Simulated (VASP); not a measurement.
# Tc (Pm-3m) in VASP: further runs, part 2 of 2

VASP 6.6.1.

## (3) Relaxation of cell and atoms, r2SCAN

This run uses another cell than the first one, of 15.81 Å³/atom.

POSCAR

```
Tc
1.0
    2.5100000000      0.0000000000      0.0000000000
    0.0000000000      2.5100000000      0.0000000000
    0.0000000000      0.0000000000      2.5100000000
Tc
1
Direct
    0.0000000000      0.0000000000      0.0000000000
```

INCAR.step1

```
PREC = Accurate
ENCUT = 600
ISMEAR = -1
SIGMA = 0.05
LREAL = False
LASPH = True
NELM = 80
GGA = PE
ALGO = Normal
EDIFF = 1E-4
LWAVE = True
LCHARG = False
```

INCAR.step2

```
PREC = Accurate
ENCUT = 600
EDIFF = 1E-6
ISMEAR = -1
SIGMA = 0.05
LREAL = False
LASPH = True
NELM = 80
ALGO = Normal
ISIF = 3
LWAVE = False
LCHARG = False
METAGGA = R2SCAN
LMIXTAU = True
IBRION = 2
NSW = 80
EDIFFG = -0.03
ISTART = 1
```

KPOINTS

```
regular mesh
0
Gamma
  8 8 8
```

Potentials or basis: VASP PAW PBE potentials, release 64 (Tc_pv).

Run with:

```sh
> cat potpaw_PBE.64/Tc_pv/POTCAR > POTCAR
> cp INCAR.step1 INCAR
> mpirun -np 1 vasp_std > vasp.out
> cp INCAR.step2 INCAR
> mpirun -np 1 vasp_std > vasp.out
```

It took 45 s on 1 thread of Intel Xeon Platinum 8259CL at 2.50GHz (Skylake/Cascade Lake), shared host; peak memory 0.13 GiB.

Results (log left out):

```yaml
Free_energy: -24.9297 eV
Relaxed_volume: 16.01 Å³/atom
Relaxed_cell: a = 2.521 Å, b = 2.521 Å, c = 2.521 Å, α = 90.00°, β = 90.00°, γ = 90.00°
Space_group_after_relaxing_to_0.1_Å: Pm-3m (No. 221)
Energy_gained_by_relaxing: 1.9 meV/atom
Ionic_steps: 3
Pressure_after_relaxing: 0.0 GPa
Band_gap_on_the_k_mesh: zero (an odd number of electrons rules out a gap without spin polarisation)
```

The path:
```
step  energy change (eV)  largest force (eV/Å)  pressure (GPa)  volume (Å³)
   1              0.0000                0.0000            3.06        15.81
   2              0.0093                0.0000           -6.91        16.52
   3             -0.0019                0.0000           -0.01        16.01
```

Final structure:
```yaml
crystal:
  lattice:
    - [2.52060, 0.00000, 0.00000]
    - [0.00000, 2.52060, 0.00000]
    - [0.00000, 0.00000, 2.52060]
  atoms:
    - { symbol: Tc, position: [0.00000, 0.00000, 0.00000] }
```

Levels at points of the mesh, in eV from the Fermi level:
| k point | band 4 | band 5 | band 6 | band 7 | band 8 | band 9 |
| --- | --- | --- | --- | --- | --- | --- |
| (0.00, 0.00, 0.00) | -7.27 | -5.32 | -5.32 | 3.02 | 3.02 | 3.02 |
| (0.50, 0.00, 0.00) | -4.42 | -4.29 | -0.14 | -0.14 | -0.05 | 3.33 |
| (0.50, 0.50, 0.00) | -6.19 | -3.25 | 0.49 | 0.49 | 5.14 | 6.18 |
| (0.50, 0.50, 0.50) | -4.61 | -4.61 | -4.61 | 5.35 | 5.35 | 9.06 |

Caveat: the PAW data sets were made with another functional, which shifts forces and pressure a little.

## (4) Relaxation of cell and atoms, r2SCAN

POSCAR

```
Tc
1.0
    2.5181656991      0.0000000000      0.0000000000
    0.0000000000      2.5181656991      0.0000000000
    0.0000000000      0.0000000000      2.5181656991
Tc
1
Direct
    0.0000000000      0.0000000000      0.0000000000
```

INCAR.step1

```
SYSTEM = Tc
ALGO = Normal
EDIFF = 1E-4
ENCUT = 600
GGA = PE
ISMEAR = -1
LASPH = .True.
LCHARG = .False.
LREAL = .False.
LWAVE = .True.
NELM = 60
PREC = Accurate
SIGMA = 0.05
```

INCAR.step2

```
SYSTEM = Tc
ALGO = Normal
EDIFF = 1E-7
EDIFFG = -0.03
ENCUT = 600
IBRION = 2
ISIF = 3
ISMEAR = -1
ISTART = 1
LASPH = .True.
LCHARG = .False.
LMIXTAU = .True.
LREAL = .False.
LWAVE = .False.
METAGGA = R2SCAN
NELM = 60
NSW = 80
PREC = Accurate
SIGMA = 0.05
```

KPOINTS

```
k-points
0
Gamma
  8 8 8
  0 0 0
```

Potentials or basis: VASP PAW PBE potentials, release 64 (Tc_pv).

Run with:

```sh
> cat potpaw_PBE.64/Tc_pv/POTCAR > POTCAR
> cp INCAR.step1 INCAR
> mpirun -np 1 vasp_std > vasp.out
> cp INCAR.step2 INCAR
> mpirun -np 1 vasp_std > vasp.out
```

OUTCAR:

```text
SYSTEM = Tc
   EDIFF = 1E-7
   EDIFFG = -0.03
   ENCUT = 600
   IBRION = 2
   ISIF = 3
   ISMEAR = -1
   ISTART = 1
   LASPH = .True.
   LREAL = .False.
   METAGGA = R2SCAN
   NELM = 60
   NSW = 80
   PREC = Accurate

 ion  position               nearest neighbor table
   1  0.000  0.000  0.000-

  LATTYP: Found a simple cubic cell.
 ALAT       =     2.5181656991

  Lattice vectors:

 A1 = (   2.5181656991,   0.0000000000,   0.0000000000)
 A2 = (   0.0000000000,   2.5181656991,   0.0000000000)
 A3 = (   0.0000000000,   0.0000000000,   2.5181656991)

Analysis of symmetry for initial positions (statically):
=====================================================================
 Subroutine PRICEL returns:
 Original cell was already a primitive cell.

 Routine SETGRP: Setting up the symmetry group for a
 simple cubic supercell.

 Subroutine GETGRP returns: Found 48 space group operations
 (whereof 48 operations were pure point group operations)
 out of a pool of 48 trial point group operations.

The static configuration has the point symmetry O_h .

Analysis of symmetry for dynamics (positions and initial velocities):
=====================================================================
 Subroutine PRICEL returns:
[... 163 lines left out ...]
  Total        0.0665719      0.0665719      0.0665719     -0.0000000     -0.0000000      0.0000000
  in kB        6.6795712      6.6795712      6.6795712     -0.0000000     -0.0000000      0.0000000
  external PRESSURE =       6.6795712 kB  Pullay stress =       0.0000000 kB
[... 57 lines left out ...]
--------------------------------------- Ionic step        3  -------------------------------------------

 number of electron      13.0000005 magnetization

 Free energy of the ion-electron system (eV)
  ---------------------------------------------------
  ext. energy  EPLUGINS =         0.00000000
  ---------------------------------------------------
  free energy    TOTEN  =       -24.92974362 eV

  energy without entropy =      -24.92002856  energy(sigma->0) =      -24.92488609

 E-fermi :  11.1433     XC(G=0): -14.1166

 val. band max:       11.1338821804   @ k =   0.5000   0.3750   0.2500
 cond. band min:      11.2818607146   @ k =   0.5000   0.5000   0.2500
 fundamental gap:      0.1479785343
 Fermi energy:        11.1433104045

 k-point     1 :       0.0000    0.0000    0.0000
  band No.  band energies     occupation
      1     -28.5107      2.00000
      2     -28.5107      2.00000
      3     -28.5107      2.00000
      4       3.8710      2.00000
      5       5.8174      2.00000
      6       5.8174      2.00000
      7      14.1629      0.00000
      8      14.1629      0.00000
      9      14.1629      0.00000
     10      28.5259      0.00000
[... 287 lines left out ...]
 k-point    24 :       0.5000    0.3750    0.1250
  band No.  band energies     occupation
      1     -29.7995      2.00000
      2     -29.5731      2.00000
      3     -28.4775      2.00000
      4       5.6067      2.00000
      5       8.5791      2.00000
      6      10.2344      2.00000
      7      10.7224      1.99956
      8      14.1139      0.00000
      9      18.1473      0.00000
     10      19.7269      0.00000

 [... further k-points ...]
[... 5 lines left out ...]
  --------------------------------------------------------------------------------------
  -------------------------------------------------------------------------------------
  Total        0.0012172      0.0012172      0.0012172     -0.0000000     -0.0000000     -0.0000000
  in kB        0.1217961      0.1217961      0.1217961     -0.0000000     -0.0000000     -0.0000000
  external PRESSURE =       0.1217961 kB  Pullay stress =       0.0000000 kB
[... 16 lines left out ...]
  FREE ENERGIE OF THE ION-ELECTRON SYSTEM (eV)
  ---------------------------------------------------
  free  energy   TOTEN  =       -24.9297436231 eV

  energy  without entropy=      -24.9200285641  energy(sigma->0) =      -24.92488609

 reached required accuracy - stopping structural energy minimisation
```

Wall time 48 s (1 thread of Intel Xeon Platinum 8259CL at 2.50GHz (Skylake/Cascade Lake), shared host); peak memory 0.13 GiB.

What came out:

```yaml
Free_energy: -24.9297 eV
Relaxed_volume: 16.01 Å³/atom
Relaxed_cell: a = 2.520 Å, b = 2.520 Å, c = 2.520 Å, α = 90.00°, β = 90.00°, γ = 90.00°
Space_group_after_relaxing_to_0.1_Å: Pm-3m (No. 221)
Energy_gained_by_relaxing: 0.1 meV/atom
Ionic_steps: 3
Pressure_after_relaxing: 0.0 GPa
Band_gap_on_the_k_mesh: zero (an odd number of electrons rules out a gap without spin polarisation)
```

Final structure:
```
CELL_PARAMETERS angstrom
2.52047 0.00000 0.00000
0.00000 2.52047 0.00000
0.00000 0.00000 2.52047
ATOMIC_POSITIONS crystal
Tc 0.00000 0.00000 0.00000
```

Caveat: the PAW data sets were made with another functional, which shifts forces and pressure a little.

## (5) Overview

```tsv
task	cell	cutoff (eV)	gap on the mesh (eV)	pressure (GPa)	relaxed volume (Å³/atom)
single point	a = 2.518 Å, 1 atom	520	none	0.4	-
relaxation of cell and atoms	relaxed from a = 2.510 Å, 1 atom	600	none	0.0	16.01
relaxation of cell and atoms	relaxed from a = 2.518 Å, 1 atom	600	none	0.0	16.01
```

Alike in all rows: level r2SCAN; potentials or basis VASP PAW PBE potentials, release 64 (Tc_pv); no spin polarisation; k mesh 8 × 8 × 8; smearing fermi-dirac 0.05 eV.

Caveats: the PAW data sets were made with another functional, which shifts forces and pressure a little.

Absolute energies hang on the potentials; compare differences alone.
